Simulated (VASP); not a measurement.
# WC (P-6m2) in VASP: notebook, part 2 of 2

VASP 6.6.1. The steps go on from the part before.

**3. Single point, HSE06**

This run uses another cell than the first one, of 11.00 Å³/atom.

Contents of POSCAR:

```
WC
1.0
    2.9635046684      0.0000000000      0.0000000000
   -1.4817523342      2.5664703270      0.0000000000
    0.0000000000      0.0000000000      2.8922337321
W C
1 1
Direct
    0.0000000000      0.0000000000      0.0000000000
    0.6666666667      0.3333333333      0.5000000000
```

Contents of INCAR.step1:

```
ALGO     = Normal         # electronic algorithm
EDIFF    = 1E-5           # SCF threshold, eV
ENCUT    = 520            # plane-wave cutoff, eV
GGA      = PE             # functional
ISIF     = 2              # what is computed and relaxed
ISMEAR   = -1             # smearing method
LASPH    = True           # aspherical terms in the spheres
LREAL    = False          # projectors in reciprocal space
LWAVE    = True           # write WAVECAR
NBANDS   = 16             # bands
NELM     = 80             # most SCF steps
PREC     = Accurate       # precision mode
SIGMA    = 0.05           # smearing width, eV
```

Contents of INCAR.step2:

```
ALGO     = Normal         # electronic algorithm
EDIFF    = 1E-6           # SCF threshold, eV
ENCUT    = 520            # plane-wave cutoff, eV
GGA      = PE             # functional
HFSCREEN = 0.2079         # screening, 1/A
ISIF     = 2              # what is computed and relaxed
ISMEAR   = -1             # smearing method
ISTART   = 1            
LASPH    = True           # aspherical terms in the spheres
LCHARG   = True           # write CHGCAR
LELF     = True           # ELF
LHFCALC  = True           # exact exchange
LREAL    = False          # projectors in reciprocal space
LVHAR    = True         
LWAVE    = False          # write WAVECAR
NBANDS   = 16             # bands
NELM     = 80             # most SCF steps
PREC     = Accurate       # precision mode
PRECFOCK = Normal       
SIGMA    = 0.05           # smearing width, eV
```

Contents of KPOINTS:

```
k-points
0
Gamma
  6 6 6
```

Potentials or basis: VASP PAW PBE potentials, release 64 (W_sv, C).

Run with:

```bash
cat potpaw_PBE.64/W_sv/POTCAR potpaw_PBE.64/C/POTCAR > POTCAR
cp INCAR.step1 INCAR
mpirun -np 1 vasp_std > vasp.out
cp INCAR.step2 INCAR
mpirun -np 1 vasp_std > vasp.out
```

OUTCAR:

```text
EDIFF = 1E-6
   ENCUT = 520
   GGA = PE
   HFSCREEN = 0.2079
   ISIF = 2
   ISMEAR = -1
   ISTART = 1
   LASPH = True
   LHFCALC = True
   LREAL = False
   NELM = 80
   PREC = Accurate
   PRECFOCK = Normal

 ion  position               nearest neighbor table
   1  0.000  0.000  0.000-   2 2.24   2 2.24   2 2.24   2 2.24   2 2.24   2 2.24
   2  0.667  0.333  0.500-   1 2.24   1 2.24   1 2.24   1 2.24   1 2.24   1 2.24

  LATTYP: Found a hexagonal cell.
 ALAT       =     2.9635046684
 C/A-ratio  =     0.9759504559

  Lattice vectors:

 A1 = (   2.9635046684,   0.0000000000,   0.0000000000)
 A2 = (  -1.4817523342,   2.5664703270,   0.0000000000)
 A3 = (   0.0000000000,   0.0000000000,   2.8922337321)

Analysis of symmetry for initial positions (statically):
=====================================================================
 Subroutine PRICEL returns:
 Original cell was already a primitive cell.

 Routine SETGRP: Setting up the symmetry group for a
 hexagonal supercell.

 Subroutine GETGRP returns: Found 12 space group operations
 (whereof 12 operations were pure point group operations)
 out of a pool of 24 trial point group operations.

The static configuration has the point symmetry D_3h.

Analysis of symmetry for dynamics (positions and initial velocities):
=====================================================================
 Subroutine PRICEL returns:
 Original cell was already a primitive cell.

 Routine SETGRP: Setting up the symmetry group for a
 hexagonal supercell.

 Subroutine GETGRP returns: Found 12 space group operations
 (whereof 12 operations were pure point group operations)
 out of a pool of 24 trial point group operations.

The dynamic configuration has the point symmetry D_3h.

 Subroutine INISYM returns: Found 12 space group operations
 (whereof 12 operations are pure point group operations),
 and found     1 'primitive' translations

----------------------------------------------------------------------------------------

                                     Primitive cell

  volume of cell :      21.9976

  direct lattice vectors                    reciprocal lattice vectors
     2.963504668  0.000000000  0.000000000     0.337438308  0.194820098  0.000000000
    -1.481752334  2.566470327  0.000000000     0.000000000  0.389640196  0.000000000
     0.000000000  0.000000000  2.892233732     0.000000000  0.000000000  0.345753522

  length of vectors
     2.963504668  2.963504668  2.892233732     0.389640196  0.389640196  0.345753522

  position of ions in fractional coordinates (direct lattice)
     0.000000000  0.000000000  0.000000000
     0.666666667  0.333333333  0.500000000

  ion indices of the primitive-cell ions
   primitive index   ion index
                 1           1
                 2           2

----------------------------------------------------------------------------------------

 KPOINTS: k-points

Automatic generation of k-mesh.
 Grid dimensions read from file:
 generate k-points for:    6    6    6

 Generating k-lattice:

  Cartesian coordinates                     Fractional coordinates (reciprocal lattice)
     0.056239718  0.032470016  0.000000000     0.166666667 -0.000000000  0.000000000
     0.000000000  0.064940033  0.000000000     0.000000000  0.166666667  0.000000000
     0.000000000  0.000000000  0.057625587     0.000000000  0.000000000  0.166666667

  Length of vectors
     0.064940033  0.064940033  0.057625587

  Shift w.r.t. Gamma in fractional coordinates (k-lattice)
     0.000000000  0.000000000  0.000000000

 Subroutine IBZKPT returns following result:
 ===========================================

 Found     28 irreducible k-points:

 Following reciprocal coordinates:
            Coordinates               Weight
  0.000000  0.000000  0.000000      1.000000
  0.166667  0.000000  0.000000      6.000000
  0.333333 -0.000000  0.000000      6.000000
  0.500000  0.000000  0.000000      3.000000
  0.166667  0.166667  0.000000      6.000000
  0.333333  0.166667  0.000000     12.000000
[... 16 lines left out ...]
  0.166667  0.000000  0.500000      6.000000
  0.333333 -0.000000  0.500000      6.000000
 [... further k-points ...]
   k-points           NKPTS =     28   k-points in BZ     NKDIM =    216   number of bands    NBANDS=     16
   number of dos      NEDOS =    301   number of ions     NIONS =      2
   total plane-waves  NPLWV =  13824
   dimension x,y,z NGX =    24 NGY =   24 NGZ =   24
   dimension x,y,z NGXF=    48 NGYF=   48 NGZF=   48
   ions per type =               1   1
   NGX,Y,Z   is equivalent  to a cutoff of  13.46, 13.46, 13.80 a.u.
   NGXF,Y,Z  is equivalent  to a cutoff of  26.93, 26.93, 27.59 a.u.
 SYSTEM =  unknown system
   PREC   = accura    normal or accurate (medium, high low for compatibility)
   ISTART =      1    job   : 0-new  1-cont  2-samecut
   ICHARG =      0    charge: 1-file 2-atom 10-const
   ISPIN  =      1    spin polarized calculation?
   LNONCOLLINEAR =      F non collinear calculations
   LSORBIT =      F    spin-orbit coupling
   LASPH  =      T    aspherical Exc in radial PAW
   ENCUT  =  520.0 eV  38.22 Ry    6.18 a.u.   5.51  5.51  5.38*2*pi/ulx,y,z
   NELM   =     80;   NELMIN=  2; NELMDL=  0     # of ELM steps
   EDIFF  = 0.1E-05   stopping-criterion for ELM
   LREAL  =      F    real-space projection
   EDIFFG = 0.1E-04   stopping-criterion for IOM
   NSW    =      0    number of steps for IOM
   IBRION =     -1    ionic relax: 0-MD 1-quasi-New 2-CG
   NFREE  =      0    steps in history (QN), initial steepest desc. (CG)
   ISIF   =      2    stress and relaxation
   ISYM   =      3    0-nonsym 1-usesym 2-fastsym
   POTIM  = 0.5000    time-step for ionic-motion
   TEBEG  =    0.0;   TEEND  =   0.0 temperature during run
   PSTRESS=    0.0 pullay stress
   NELECT =      18.0000    total number of electrons
   NUPDOWN=      -1.0000    fix difference up-down
   EMIN   =  10.00;   EMAX   =-10.00  energy-range for DOS
   EFERMI =   0.00;   METHOD = LEGACY
   ISMEAR =    -1;   SIGMA  =   0.05  broadening in eV -4-tet -1-fermi 0-gaus
   EFERMI_NEDOS =   21; number of points for ismear=-14 and -15
   IALGO  =     38    algorithm
   IMIX   =      1    mixing-type and parameters
     AMIX     =   0.40;   BMIX     =  1.00
     AMIX_MAG =   1.60;   BMIX_MAG =  1.00
  volume/ion in A,a.u.               =      11.00        74.22
  Fermi-wavevector in a.u.,A,eV,Ry     =   1.531231  2.893606 31.901131  2.344667
  Thomas-Fermi vector in A             =   2.638604
   LORBIT       =      0    0 simple, 1 ext, 2 COOP (PROOUT), +10 PAW based schemes
   GGA     = PE    functional components
   LHFCALC =     T    Hartree Fock is set to
   PRECFOCK=normal    Normal, Fast or Accurate (Low or Medium for compatibility)
   ENCUT4O =  -1.0   cutoff for four orbital integrals eV
   NKREDX  =     1    reduce k-point grid by
   NKREDY  =     1    reduce k-point grid by
   NKREDZ  =     1    reduce k-point grid by
   AEXX    =    0.2500 exact exchange contribution
   HFSCREEN=    0.2079 screening length (either q_TF or 0.3 A-1)
   HFSCREENC=   0.2079 screening length for correlation (either q_TF or 0.3 A-1)
   ENCUTFOCK=  -1.0 apply spherical cutoff to Coloumb kernel
   IVDW    =     0    specifies the selected vdW correction
   LEPSILON=     F    determine dielectric tensor
   LRPA    =     F    only Hartree local field effects (RPA)
 non-spin polarized calculation
  energy-cutoff  :      520.00
  volume of cell :       22.00
 maximum number of plane-waves:       617
 NGX is ok and might be reduce to    24
  NGX = 18; NGY = 18; NGZ = 18

 number of electron      18.0000001 magnetization

 Free energy of the ion-electron system (eV)
  ---------------------------------------------------
  ext. energy  EPLUGINS =         0.00000000
  ---------------------------------------------------
  free energy    TOTEN  =       -25.84253124 eV

  energy without entropy =      -25.84148299  energy(sigma->0) =      -25.84200712

 E-fermi :  10.3186     XC(G=0): -10.9879

 val. band max:       10.1069002818   @ k =   0.0000   0.0000   0.3333
 cond. band min:      10.3215904882   @ k =   0.0000   0.0000   0.1667
 fundamental gap:      0.2146902064
 Fermi energy:        10.3185751442

 k-point     1 :       0.0000    0.0000    0.0000
  band No.  band energies     occupation
      1     -68.2461      2.00000
      2     -30.7188      2.00000
      3     -30.6142      2.00000
      4     -30.6142      2.00000
      5      -5.7570      2.00000
      6       5.4516      2.00000
[... 8 lines left out ...]
     15      24.9286      0.00000
     16      27.3582      0.00000
[... 420 lines left out ...]
  band No.  band energies     occupation
      1     -68.1699      2.00000
      2     -31.2965      2.00000
      3     -31.1089      2.00000
      4     -30.6730      2.00000
      5      -2.2206      2.00000
      6       2.8821      2.00000
[... 8 lines left out ...]
     15      24.3168      0.00000
     16      27.9081      0.00000

 [... further k-points ...]
[... 5 lines left out ...]
  --------------------------------------------------------------------------------------
  -------------------------------------------------------------------------------------
  Total       -3.0894754     -3.0894754     -3.9918460      0.0000000     -0.0000000     -0.0000000
  in kB     -225.0194606   -225.0194606   -290.7428933      0.0000000     -0.0000000     -0.0000000
  external PRESSURE =    -246.9272715 kB  Pullay stress =       0.0000000 kB

 VOLUME and BASIS-vectors are now :
 -----------------------------------------------------------------------------
  energy-cutoff  :      520.00
  volume of cell :       22.00
      direct lattice vectors                 reciprocal lattice vectors
     2.963504668  0.000000000  0.000000000     0.337438308  0.194820098  0.000000000
    -1.481752334  2.566470327  0.000000000     0.000000000  0.389640196  0.000000000
     0.000000000  0.000000000  2.892233732     0.000000000  0.000000000  0.345753522

 POSITION                                       TOTAL-FORCE (eV/Angst)
 -----------------------------------------------------------------------------------
      0.00000      0.00000      0.00000        -0.000000      0.000000      0.000000
      1.48175      0.85549      1.44612         0.000000      0.000000      0.000000
 -----------------------------------------------------------------------------------
    total drift:                                0.000000      0.000000     -0.000000

  FREE ENERGIE OF THE ION-ELECTRON SYSTEM (eV)
  ---------------------------------------------------
  free  energy   TOTEN  =       -25.8425312431 eV

  energy  without entropy=      -25.8414829883  energy(sigma->0) =      -25.84200712
```

Run time: 71 min. Hardware: 1 thread of Intel Xeon 8259CL, shared host; peak memory 0.27 GiB.

What came out:

```yaml
Free_energy: -25.8425 eV
Pressure: -24.7 GPa
Band_gap_on_the_k_mesh: zero (bands 9 and 10 overlap by 1.44 eV)
```

Stress tensor (GPa, compression positive):
```
-22.50   0.00   0.00
  0.00 -22.50   0.00
  0.00   0.00 -29.07
```

Caveat: the k points lie up to 0.41 Å⁻¹ apart, too coarse for converged energies and pressures of a metal; the PAW data sets were made with another functional, which shifts forces and pressure a little; spin-orbit coupling is left out, which moves the levels of the heavy elements.

**4. Single point, PBE**

This run uses another cell than the first one, of 10.17 Å³/atom.

Contents of INCAR:

```
SYSTEM = WC
PREC = Accurate
ENCUT = 1300
EDIFF = 1E-6
ISMEAR = -1
SIGMA = 0.05
LREAL = .FALSE.
LASPH = .TRUE.
NELM = 120
ALGO = Normal
ISIF = 2
LWAVE = .FALSE.
LCHARG = .FALSE.
GGA = PE
NBANDS = 16
GGA_COMPAT = .FALSE.
```

Contents of KPOINTS:

```
regular mesh
0
G
  10 10 9
  0 0 0
```

Contents of POSCAR:

```
WC
1.0
    2.8869927008      0.0000000000      0.0000000000
   -1.4434963504      2.5002090195      0.0000000000
    0.0000000000      0.0000000000      2.8175618425
W C
1 1
Direct
    0.0000000000      0.0000000000      0.0000000000
    0.6666666667      0.3333333333      0.5000000000
```

Potentials or basis: VASP PAW PBE potentials, release 64 (W_sv, C_h).

Run with:

```bash
cat potpaw_PBE.64/W_sv/POTCAR potpaw_PBE.64/C_h/POTCAR > POTCAR
mpirun -np 1 vasp_std > vasp.out
```

Wall time 46 s (1 thread of AMD EPYC 9R45 (Zen 5), shared host); peak memory 0.25 GiB.

The run converged. Its results:

```yaml
Free_energy: -22.4249 eV
Pressure: 15.4 GPa
Band_gap_on_the_k_mesh: zero (bands 9 and 10 overlap by 1.22 eV)
```

Stress tensor (GPa, compression positive):
```
15.20  0.00  0.00
 0.00 15.20  0.00
 0.00  0.00 15.93
```

Levels at points of the mesh, in eV from the Fermi level:
```tsv
k point	band 6	band 7	band 8	band 9	band 10	band 11	band 12	band 13
(0.00, 0.00, 0.00)	-4.42	-3.41	-3.41	0.10	3.34	3.34	5.74	5.74
(0.50, 0.00, 0.00)	-7.12	-3.70	-3.66	-0.47	2.42	4.67	5.04	6.99
```

Caveat: the cell stands under pressure; spin-orbit coupling is left out, which moves the levels of the heavy elements.

**5. Single point, PBE**

This run uses another cell than the first one, of 10.38 Å³/atom.

Contents of INCAR:

```
SYSTEM = WC
PREC     = Accurate       ! precision mode
ENCUT    = 1300           ! plane-wave cutoff, eV
EDIFF    = 1E-6           ! SCF threshold, eV
ISMEAR   = 0              ! smearing method
SIGMA    = 0.024          ! smearing width, eV
LREAL    = .False.        ! projectors in reciprocal space
LASPH    = .True.         ! aspherical terms in the spheres
NELM     = 120            ! most SCF steps
ALGO     = Normal         ! electronic algorithm
ISIF     = 2              ! what is computed and relaxed
LWAVE    = .False.        ! write WAVECAR
LCHARG   = .False.        ! write CHGCAR
GGA      = PE             ! functional
NBANDS   = 16             ! bands
GGA_COMPAT= .False.
```

Contents of KPOINTS:

```
Automatic mesh
0
Gamma
  10 10 9
  0 0 0
```

Contents of POSCAR:

```
WC
1.0
    2.9065000000      0.0000000000      0.0000000000
   -1.4532500000      2.5171028361      0.0000000000
    0.0000000000      0.0000000000      2.8366000000
W C
1 1
Direct
    0.0000000000      0.0000000000      0.0000000000
    0.6666666667      0.3333333333      0.5000000000
```

Run with:

```bash
cat potpaw_PBE.64/W_sv/POTCAR potpaw_PBE.64/C_h/POTCAR > POTCAR
mpirun -np 1 vasp_std > vasp.out
```

Wall time 44 s (1 thread of AMD EPYC 9R45 (Zen 5), shared host); peak memory 0.25 GiB.

It converged, with:

| Item | Value |
| --- | --- |
| Free energy | -22.4523 eV |
| Pressure | 6.7 GPa |
| Band gap on the k mesh | zero (bands 9 and 10 overlap by 1.19 eV) |

Stress tensor (GPa, compression positive):
```
6.94 0.00 0.00
0.00 6.94 0.00
0.00 0.00 6.30
```

Levels at points of the mesh, in eV from the Fermi level:
| k point | band 7 | band 8 | band 9 | band 10 | band 11 | band 12 |
| --- | --- | --- | --- | --- | --- | --- |
| (0.00, 0.00, 0.00) | -3.35 | -3.35 | 0.07 | 3.22 | 3.22 | 5.61 |
| (0.50, 0.00, 0.00) | -3.63 | -3.58 | -0.49 | 2.33 | 4.52 | 4.88 |

Caveat: the cell stands under pressure; spin-orbit coupling is left out, which moves the levels of the heavy elements.

**6. Single point, BLYP+D4**

This run uses another cell than the first one, of 10.49 Å³/atom.

Contents of INCAR:

```
PREC = Accurate
ENCUT = 1300
EDIFF = 1E-6
ISMEAR = -1
SIGMA = 0.05
LREAL = F
LASPH = T
NELM = 120
ALGO = Normal
ISIF = 2
LWAVE = F
LCHARG = F
GGA = B5
ALDAX = 1.0
AGGAX = 1.0
AGGAC = 1.0
ALDAC = 0.0
IVDW = 13
VDW_S6 = 1.0
VDW_S8 = 2.34076671
VDW_A1 = 0.44488865
VDW_A2 = 4.0933009
NBANDS = 16
GGA_COMPAT = F
```

Contents of KPOINTS:

```
Automatic mesh
0
Gamma
  10 10 9
```

Contents of POSCAR:

```
WC
1.0
    2.9193048598      0.0000000000      0.0000000000
   -1.4596524299      2.5281921700      0.0000000000
    0.0000000000      0.0000000000      2.8427904794
W C
1 1
Direct
    0.0000000000      0.0000000000      0.0000000000
    0.6666666667      0.3333333333      0.5000000000
```

Potentials or basis: VASP PAW PBE potentials, release 64 (W_sv, C_h).

Run with:

```bash
cat potpaw_PBE.64/W_sv/POTCAR potpaw_PBE.64/C_h/POTCAR > POTCAR
mpirun -np 1 vasp_std > vasp.out
```

It took 47 s on 1 thread of Intel Xeon Platinum 8488C (Sapphire Rapids), shared host; peak memory 0.28 GiB.

Results (log left out):

| Item | Value |
| --- | --- |
| Free energy | -21.8325 eV |
| Pressure | 2.5 GPa |
| Band gap on the k mesh | zero (bands 9 and 10 overlap by 1.18 eV) |
| Dispersion energy per atom | -0.924 eV |

Stress tensor (GPa, compression positive):
```
2.38 0.00 0.00
0.00 2.38 0.00
0.00 0.00 2.81
```

Levels at points of the mesh, in eV from the Fermi level:
```tsv
k point	band 6	band 7	band 8	band 9	band 10	band 11	band 12	band 13
(0.00, 0.00, 0.00)	-4.17	-3.30	-3.30	0.12	3.14	3.14	5.49	5.49
(0.50, 0.00, 0.00)	-6.79	-3.54	-3.42	-0.46	2.29	4.39	4.70	6.77
```

Caveat: the PAW data sets were made with another functional, which shifts forces and pressure a little; spin-orbit coupling is left out, which moves the levels of the heavy elements.

**7. The runs side by side**

| level | potentials or basis | cell | k mesh | cutoff (eV) | smearing | grid for exact exchange (PRECFOCK) | share of exact exchange | screening parameter | gap on the mesh (eV) | pressure (GPa) |
| --- | --- | --- | --- | --- | --- | --- | --- | --- | --- | --- |
| HSE06 | VASP PAW PBE potentials, release 64 (W_sv, C) | a = 2.847, b = 2.847, c = 2.779 Å, angles 90.0, 90.0, 120.0°, 2 atoms | 6 × 6 × 6 | 520 | fermi-dirac 0.05 eV | Normal | 0.25 | 0.2079 1/Å | none | 26.0 |
| HSE06 | VASP PAW PBE potentials, release 64 (W_sv, C) | a = 2.964, b = 2.964, c = 2.892 Å, angles 90.0, 90.0, 120.0°, 2 atoms | 6 × 6 × 6 | 520 | fermi-dirac 0.05 eV | Normal | 0.25 | 0.2079 1/Å | none | -24.7 |
| PBE | VASP PAW PBE potentials, release 64 (W_sv, C_h) | a = 2.887, b = 2.887, c = 2.818 Å, angles 90.0, 90.0, 120.0°, 2 atoms | 10 × 10 × 9 | 1300 | fermi-dirac 0.05 eV | - | - | - | none | 15.4 |
| PBE | VASP PAW PBE potentials, release 64 (W_sv, C_h) | a = 2.906, b = 2.907, c = 2.837 Å, angles 90.0, 90.0, 120.0°, 2 atoms | 10 × 10 × 9 | 1300 | gaussian 0.024 eV | - | - | - | none | 6.7 |
| BLYP+D4 | VASP PAW PBE potentials, release 64 (W_sv, C_h) | a = 2.919, b = 2.919, c = 2.843 Å, angles 90.0, 90.0, 120.0°, 2 atoms | 10 × 10 × 9 | 1300 | fermi-dirac 0.05 eV | - | - | - | none | 2.5 |

Alike in all rows: task single point; no spin polarisation.

Caveats: some runs use coarse meshes; spin-orbit coupling is left out, which moves the levels of the heavy elements; the PAW data sets were made with another functional, which shifts forces and pressure a little (at least some runs); the cell stands under pressure (at least some runs).

Total energies depend on the potentials used, so only differences within one code and one set of settings carry meaning.

The gap in the log of VASP goes by the Fermi energy; the results here count the filled bands.